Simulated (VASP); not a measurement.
A run of VASP 6.6.1 is set up as follows.

Contents of INCAR:

```
SYSTEM = HfN
  PREC = Accurate
  ENCUT = 520
  EDIFF = 1E-6
  ISMEAR = 0
  SIGMA = 0.15
  LREAL = .FALSE.
  LASPH = .TRUE.
  NELM = 100
  ALGO = Normal
  ISIF = 2
  LWAVE = .FALSE.
  LCHARG = .FALSE.
  GGA = PS
  NBANDS = 23
```

File KPOINTS:

```
Automatic mesh
0
G
  18 18 10
  0 0 0
```

File POSCAR:

```
HfN
1.0
    3.0338760871      0.0000000000      0.0000000000
   -1.5169380436      2.6274137633      0.0000000000
    0.0000000000      0.0000000000      5.3100718926
Hf N
2 2
Direct
    0.6666666667      0.3333333333      0.7500000000
    0.3333333333      0.6666666667      0.2500000000
    0.0000000000      0.0000000000      0.0000000000
    0.0000000000      0.0000000000      0.5000000000
```

Potentials or basis: VASP PAW PBE potentials, release 64 (Hf_pv, N).

The run is started by

```console
$ cat potpaw_PBE.64/Hf_pv/POTCAR potpaw_PBE.64/N/POTCAR > POTCAR
$ mpirun -np 1 vasp_std > vasp.out
```

**Question.** What does it give for the band gap on the k mesh?

**Answer.** Zero (band 15 reaches 10.52 eV, above the bottom of band 16 at 8.00 eV).

**Question.** Predict the pressure.

**Answer.** 22.7 GPa.

Stress tensor (GPa, compression positive):
```
24.84  0.00  0.00
 0.00 24.84  0.00
 0.00  0.00 18.32
```

Caveat: the cell differs from its parent crystal (strain -0.030 along x and y, -0.015 along z); the PAW data sets were made with another functional, which shifts forces and pressure a little; spin-orbit coupling is left out, which moves the levels of the heavy elements.
